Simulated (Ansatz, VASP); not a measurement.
## Te: VASP beside Ansatz

File INCAR:

```
SYSTEM = Te
PREC     = Accurate       ! precision mode
ENCUT    = 520            ! plane-wave cutoff, eV
EDIFF    = 1E-6           ! SCF threshold, eV
ISMEAR   = -1             ! smearing method
SIGMA    = 0.1            ! smearing width, eV
LREAL    = .False.        ! projectors in reciprocal space
LASPH    = .True.         ! aspherical terms in the spheres
NELM     = 100            ! most SCF steps
ALGO     = Normal         ! electronic algorithm
ISIF     = 2              ! what is computed and relaxed
LWAVE    = .False.        ! write WAVECAR
LCHARG   = .True.         ! write CHGCAR
GGA      = RE             ! functional
LELF     = .True.         ! ELF
LVHAR    = .True.       
NBANDS   = 9              ! bands
```

The input KPOINTS:

```
Automatic mesh
0
Gamma
  11 11 11
  0 0 0
```

File POSCAR:

```
Te
1.0
    3.1337875132      0.0000000000      0.0000000000
    0.0000000000      3.1337875132      0.0000000000
    0.0000000000      0.0000000000      3.1337875132
Te
1
Direct
    0.0000000000      0.0000000000      0.0000000000
```

Input for Ansatz:

```yaml
crystal:
  lattice:
    - [3.1337875132, 0.0, 0.0]
    - [0.0, 3.1337875132, 0.0]
    - [0.0, 0.0, 3.1337875132]
  atoms:
    - { symbol: Te, position: [0.0, 0.0, 0.0] }
hamiltonian:
  xc: revpbe
  pseudopotentials:
    kind: paw
    azcp:
      Te: "pseudopotentials/Te.paw.azcp"
basis:
  ecutwfc: 420
  fft_grid_basis: typed
kpoints:
  mp_grid: { grid: [11, 11, 11], shift: [0, 0, 0] }
magnetization:
  spin_polarized: false
scf:
  occupations: { method: fermi_dirac, width: 0.1 }
  lower_state_search: "off"
output:
  stress: true
  write_density: true
  write_potential: true
  elf: true
  volumetric_format: npy
```

Alike in both runs: task single point; functional revPBE; k mesh 11 × 11 × 11; occupations fermi-dirac, width 0.1 eV; no spin polarisation.

```csv
,VASP,Ansatz
version,VASP 6.6.1,Ansatz 0.2.0
potentials or method,"VASP PAW PBE potentials, release 64 (Te), cutoff 520 eV","plane waves (420 eV) with PAW, scalar-relativistic"
valence electrons in the cell,6,16
```

```csv
,VASP,Ansatz,Ansatz less VASP
pressure (GPa),4.7,4.7,+0.06
```

VASP's potentials were made for PBE, not for revPBE. VASP's potentials hold 6 valence electrons a cell and Ansatz's 16, so a difference there can come from the potentials and not from the codes.

Neither program's run includes spin-orbit coupling.
